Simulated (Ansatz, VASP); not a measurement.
One calculation of CoRu3, two programs

Contents of INCAR:

```
SYSTEM = CoRu3
ALGO = Fast ; EDIFF = 1E-6
EDIFFG = -0.04 ; ENCUT = 600
GGA = PE ; IBRION = 2
ISIF = 3 ; ISMEAR = 0
ISPIN = 2 ; LASPH = .True.
LCHARG = .False. ; LMAXMIX = 4
LORBIT = 11 ; LREAL = .False.
LWAVE = .False. ; MAGMOM = 3 0 0 0
NELM = 150 ; NSW = 90
PREC = Accurate ; SIGMA = 0.1
```

File KPOINTS:

```
k-points
0
Gamma
  6 6 2
  0 0 0
```

File POSCAR:

```
CoRu3
1.0
    2.5663266900      0.0000000000      0.0000000000
   -1.2831633400      2.2225041100      0.0000000000
    0.0000000000      0.0000000000      8.8669809400
Co Ru
1 3
Direct
    0.3333333300      0.6666666700      0.5000000000
    0.3333333300      0.6666666700      0.0000000000
    0.6666666700      0.3333333300      0.2500000000
    0.6666666700      0.3333333300      0.7500000000
```

Input for Ansatz:

```yaml
crystal:
  lattice:
    - [2.56632669, 0.0, 0.0]
    - [-1.28316334, 2.22250411, 0.0]
    - [0.0, 0.0, 8.86698094]
  atoms:
    - { symbol: Co, position: [0.33333333, 0.66666667, 0.5], spin: 3.0 }
    - { symbol: Ru, position: [0.33333333, 0.66666667, 0.0] }
    - { symbol: Ru, position: [0.66666667, 0.33333333, 0.25] }
    - { symbol: Ru, position: [0.66666667, 0.33333333, 0.75] }
basis:
  ecutwfc: 420
kpoints:
  mp_grid: { grid: [6, 6, 2] }
hamiltonian:
  xc: pbe
scf:
  occupations: { method: gaussian, width: 0.1 }
  lower_state_search: "off"
output:
  forces: true
  stress: true
  eigenvalues: true
  populations: true
magnetization:
  spin_polarized: true
relax:
  adjacent_minimum: "off"
  f_tol: 0.04
  max_steps: 70
  cell: { stress_tol: 0.4 }
```

Alike in both runs: task relaxation of cell and atoms; functional PBE; k mesh 6 × 6 × 2; occupations gaussian, width 0.1 eV; collinear spin.

|  | VASP | Ansatz |
| --- | --- | --- |
| version | VASP 6.6.1 | Ansatz 0.2.0 |
| potentials or method | VASP PAW PBE potentials, release 64 (Co, Ru_pv), cutoff 600 eV | scalar-relativistic, plane waves, PAW |
| valence electrons in the cell | 51 | 65 |

Ansatz gave:

* gap on the k mesh at the Fermi level, each at its own relaxed structure (eV): none
* net moment per atom (μB): 0.41
* size of the moment on the site where the two differ most (μB): 1.61
* relaxed volume (Å³/atom): 13.20
* relaxed length of the cell vector where the two differ most in proportion (Å): 8.400

What did VASP give for the same quantities?

gap on the k mesh at the Fermi level, each at its own relaxed structure (eV): none; net moment per atom (μB): 0.41; size of the moment on the site where the two differ most (μB): 1.56; relaxed volume (Å³/atom): 13.19; relaxed length of the cell vector where the two differ most in proportion (Å): 8.389.

Site moments also hang on the region over which each program counts them. A gap of «none» marks a metal or a gap that the smearing closes. VASP's potentials hold 51 valence electrons a cell and Ansatz's 65, so a difference there can come from the potentials and not from the codes.

The k mesh is coarse, so the values compare programs but aren't converged.
